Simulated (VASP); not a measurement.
# BiRu (P2_13) in VASP: further runs, part 2 of 2

VASP 6.6.1. Earlier steps stand in the parts before.

### Step 4. Relaxation of cell and atoms, PBE

This run uses another cell than the first one, of 20.17 Å³/atom.

Input file INCAR:

```
SYSTEM = BiRu
PREC = Accurate ; ENCUT = 600
EDIFF = 1E-7 ; ISMEAR = 0
SIGMA = 0.1 ; LREAL = .False.
LASPH = .True. ; NELM = 80
ALGO = Fast ; ISIF = 3
LWAVE = .False. ; LCHARG = .False.
GGA = PE ; IBRION = 2
NSW = 90 ; EDIFFG = -0.04
```

Input file KPOINTS:

```
Automatic mesh
0
Gamma
  4 4 4
  0 0 0
```

Input file POSCAR:

```
BiRu
1.0
    5.4442691989      0.0000000000      0.0000000000
    0.0000000000      5.4442691989      0.0000000000
    0.0000000000      0.0000000000      5.4442691989
Bi Ru
4 4
Direct
    0.1340000000      0.1340000000      0.1340000000
    0.3660000000      0.8660000000      0.6340000000
    0.6340000000      0.3660000000      0.8660000000
    0.8660000000      0.6340000000      0.3660000000
    0.8445000000      0.8445000000      0.8445000000
    0.6555000000      0.1555000000      0.3445000000
    0.3445000000      0.6555000000      0.1555000000
    0.1555000000      0.3445000000      0.6555000000
```

Potentials or basis: VASP PAW PBE potentials, release 64 (Bi_d, Ru_pv).

Command:

```
$ cat potpaw_PBE.64/Bi_d/POTCAR potpaw_PBE.64/Ru_pv/POTCAR > POTCAR
$ mpirun -np 1 vasp_std > vasp.out
```

OUTCAR:

```text
SYSTEM = BiRu
   PREC = Accurate
   ENCUT = 600
   EDIFF = 1E-7
   ISMEAR = 0
   LREAL = .False.
   LASPH = .True.
   NELM = 80
   ISIF = 3
   GGA = PE
   IBRION = 2
   NSW = 90
   EDIFFG = -0.04

 ion  position               nearest neighbor table
   1  0.134  0.134  0.134-   5 2.73   6 2.85   7 2.85   8 2.85   7 3.06   8 3.06   6 3.06   2 3.34
                             4 3.34   2 3.34   4 3.34   3 3.34   3 3.34
   2  0.366  0.866  0.634-   6 2.73   5 2.85   7 2.85   8 2.85   7 3.06   8 3.06   5 3.06   1 3.34
                             3 3.34   1 3.34   3 3.34   4 3.34   4 3.34
   3  0.634  0.366  0.866-   7 2.73   6 2.85   5 2.85   8 2.85   8 3.06   6 3.06   5 3.06   4 3.34
                             2 3.34   2 3.34   4 3.34   1 3.34   1 3.34
   4  0.866  0.634  0.366-   8 2.73   6 2.85   7 2.85   5 2.85   6 3.06   5 3.06   7 3.06   3 3.34
                             1 3.34   1 3.34   3 3.34   2 3.34   2 3.34
   5  0.844  0.844  0.844-   1 2.73   2 2.85   3 2.85   4 2.85   3 3.06   4 3.06   2 3.06
[... 316 lines left out ...]
--------------------------------------- Ionic step        9  -------------------------------------------

 number of electron     115.9999994 magnetization

------------------------ aborting loop because EDIFF is reached ----------------------------------------
[... 79 lines left out ...]
--------------------------------------- Ionic step       11  -------------------------------------------

 number of electron     115.9999999 magnetization

 Free energy of the ion-electron system (eV)
  ---------------------------------------------------
  ext. energy  EPLUGINS =         0.00000000
  ---------------------------------------------------
  free energy    TOTEN  =       -48.44484750 eV

  energy without entropy =      -48.40419166  energy(sigma->0) =      -48.42451958

 E-fermi :  10.7052     XC(G=0): -12.1840

 val. band max:       10.6953613042   @ k =   0.0000   0.0000   0.0000
 cond. band min:      10.7416147818   @ k =   0.2500   0.2500   0.0000
 fundamental gap:      0.0462534775
 Fermi energy:        10.7052375366

 k-point     1 :       0.0000    0.0000    0.0000
  band No.  band energies     occupation
      1     -31.3017      2.00000
      2     -31.3017      2.00000
      3     -31.3017      2.00000
      4     -31.2910      2.00000
      5     -31.2910      2.00000
      6     -31.2910      2.00000
[... 816 lines left out ...]
  FREE ENERGIE OF THE ION-ELECTRON SYSTEM (eV)
  ---------------------------------------------------
  free  energy   TOTEN  =       -48.4448475032 eV

  energy  without entropy=      -48.4041916642  energy(sigma->0) =      -48.42451958

 reached required accuracy - stopping structural energy minimisation
```

Wall time 23 min (1 thread of Intel Xeon 6975P-C (Granite Rapids), shared host); peak memory 0.41 GiB.

Results:

```yaml
Free_energy: -48.4448 eV
Relaxed_volume: 19.91 Å³/atom
Relaxed_cell: a = 5.421 Å, b = 5.421 Å, c = 5.421 Å, α = 90.00°, β = 90.00°, γ = 90.00°
Space_group_after_relaxing_to_0.1_Å: P2_13 (No. 198)
Energy_gained_by_relaxing: 118.5 meV/atom
Ionic_steps: 11
Pressure_after_relaxing: -0.1 GPa
Largest_force_after_relaxing: 0.033 eV/Å
Band_gap_on_the_k_mesh: zero (bands 58 and 59 overlap by 0.13 eV)
```

Forces on the atoms (eV/Å):
```
Bi  -0.019 -0.019 -0.019
Bi   0.019  0.019 -0.019
Bi  -0.019  0.019  0.019
Bi   0.019 -0.019  0.019
Ru   0.004  0.004  0.004
Ru  -0.004 -0.004  0.004
Ru   0.004 -0.004 -0.004
Ru  -0.004  0.004 -0.004
```

Step by step:
```tsv
step	energy change (eV)	largest force (eV/Å)	pressure (GPa)	volume (Å³)
1	0.0000	1.3960	-0.18	161.37
2	-0.3389	1.0992	-0.94	160.85
3	-0.9029	0.3112	-0.67	159.29
4	-0.9410	0.0720	0.39	158.72
5	-0.9418	0.0896	0.22	158.80
6	-0.9429	0.0658	-0.62	159.91
7	-0.9433	0.0739	-0.34	159.53
8	-0.9448	0.0572	-0.25	159.43
9	-0.9466	0.0556	0.03	159.16
10	-0.9471	0.0497	-0.01	159.19
11	-0.9483	0.0325	-0.13	159.27
```

Final structure:
```
Bi Ru
1.0
     5.42058    0.00000    0.00000
     0.00000    5.42058    0.00000
     0.00000    0.00000    5.42058
Bi Ru
4 4
Direct
  0.16920 0.16920 0.16920
  0.33080 0.83080 0.66920
  0.66920 0.33080 0.83080
  0.83080 0.66920 0.33080
  0.84318 0.84318 0.84318
  0.65682 0.15682 0.34318
  0.34318 0.65682 0.15682
  0.15682 0.34318 0.65682
```

Levels at points of the mesh, in eV from the Fermi level:
```tsv
k point	band 54	band 55	band 56	band 57	band 58	band 59	band 60	band 61	band 62	band 63
(0.00, 0.00, 0.00)	-0.65	-0.54	-0.54	-0.01	-0.01	-0.01	0.68	0.68	0.68	2.40
(0.50, 0.00, 0.00)	-0.79	-0.51	-0.51	-0.33	-0.33	0.37	0.37	1.27	1.27	1.92
(0.50, 0.50, 0.00)	-1.12	-0.70	-0.70	-0.14	-0.14	0.15	0.15	1.41	1.41	1.50
(0.50, 0.50, 0.50)	-0.87	-0.87	-0.87	-0.10	-0.10	-0.10	-0.10	2.11	2.11	2.11
```

Caveat: spin-orbit coupling is left out, which moves the levels of the heavy elements.

### Step 5. Single point, PBE

Input file INCAR:

```
SYSTEM = BiRu
PREC = Accurate
ENCUT = 520
EDIFF = 1E-6
ISMEAR = 0
SIGMA = 0.1
LREAL = .False.
LASPH = .True.
NELM = 100
ALGO = Fast
ISIF = 2
LWAVE = .False.
LCHARG = .False.
GGA = PE
NBANDS = 68
```

Input file KPOINTS:

```
regular mesh
0
Gamma
  8 8 8
  0 0 0
```

Input file POSCAR:

```
BiRu
1.0
    5.4180644611      0.0000000000      0.0000000000
    0.0000000000      5.4180644611      0.0000000000
    0.0000000000      0.0000000000      5.4180644611
Bi Ru
4 4
Direct
    0.1690919087      0.1690919087      0.1690919087
    0.3309080913      0.8309080913      0.6690919087
    0.6690919087      0.3309080913      0.8309080913
    0.8309080913      0.6690919087      0.3309080913
    0.8417180912      0.8417180912      0.8417180912
    0.6582819088      0.1582819088      0.3417180912
    0.3417180912      0.6582819088      0.1582819088
    0.1582819088      0.3417180912      0.6582819088
```

Command:

```
$ cat potpaw_PBE.64/Bi_d/POTCAR potpaw_PBE.64/Ru_pv/POTCAR > POTCAR
$ mpirun -np 1 vasp_std > vasp.out
```

Run time: 5.5 min. Hardware: 1 thread of Intel Xeon 6975P-C (Granite Rapids), shared host; peak memory 0.48 GiB.

The run converged. Its results:

| Quantity | Value |
| --- | --- |
| Free energy | -48.4143 eV |
| Pressure | 0.0 GPa |
| Largest force | 0.008 eV/Å |
| Band gap on the k mesh | zero (bands 58 and 59 overlap by 0.15 eV) |

Forces in eV/Å, atoms in the order of the input:
```
Bi  -0.004 -0.004 -0.004
Bi   0.004  0.004 -0.004
Bi  -0.004  0.004  0.004
Bi   0.004 -0.004  0.004
Ru   0.000  0.000  0.000
Ru   0.000  0.000  0.000
Ru   0.000  0.000  0.000
Ru   0.000  0.000  0.000
```

Levels at points of the mesh, in eV from the Fermi level:
```
           k point  band 54  band 55  band 56  band 57  band 58  band 59  band 60  band 61  band 62  band 63
(0.00, 0.00, 0.00)    -0.65    -0.55    -0.55     0.00     0.00     0.00     0.66     0.66     0.66     2.40
(0.50, 0.00, 0.00)    -0.80    -0.51    -0.51    -0.34    -0.34     0.37     0.37     1.27     1.27     1.92
(0.50, 0.50, 0.00)    -1.11    -0.70    -0.70    -0.14    -0.14     0.14     0.14     1.42     1.42     1.51
(0.50, 0.50, 0.50)    -0.88    -0.88    -0.88    -0.11    -0.11    -0.11    -0.11     2.15     2.15     2.15
```

Caveat: spin-orbit coupling is left out, which moves the levels of the heavy elements.

### Step 6. Summary

```tsv
task	cell	k mesh	cutoff (eV)	gap on the mesh (eV)	pressure (GPa)	largest force (eV/Å)
single point	a = 5.417 Å, 8 atoms, atomic positions A	4 × 4 × 4	520	none	0.0	0.02
single point	a = 5.444 Å, 8 atoms, atomic positions B	4 × 4 × 4	520	none	-0.2	1.40
relaxation of cell and atoms	relaxed from a = 5.444 Å, 8 atoms, atomic positions B	4 × 4 × 4	600	none	-0.1	0.03
single point	a = 5.418 Å, 8 atoms, atomic positions C	8 × 8 × 8	520	none	0.0	0.01
```

Alike in all rows: level PBE; potentials or basis VASP PAW PBE potentials, release 64 (Bi_d, Ru_pv); no spin polarisation; smearing gaussian 0.1 eV.

Caveats: spin-orbit coupling is left out, which moves the levels of the heavy elements; forces of over 1 eV/Å act on the atoms, so gaps and moduli don't describe the material at rest (at least some runs).

Total energies depend on the potentials used, so only differences within one code and one set of settings carry meaning.

The gap in the log of VASP goes by the Fermi energy; the results here count the filled bands.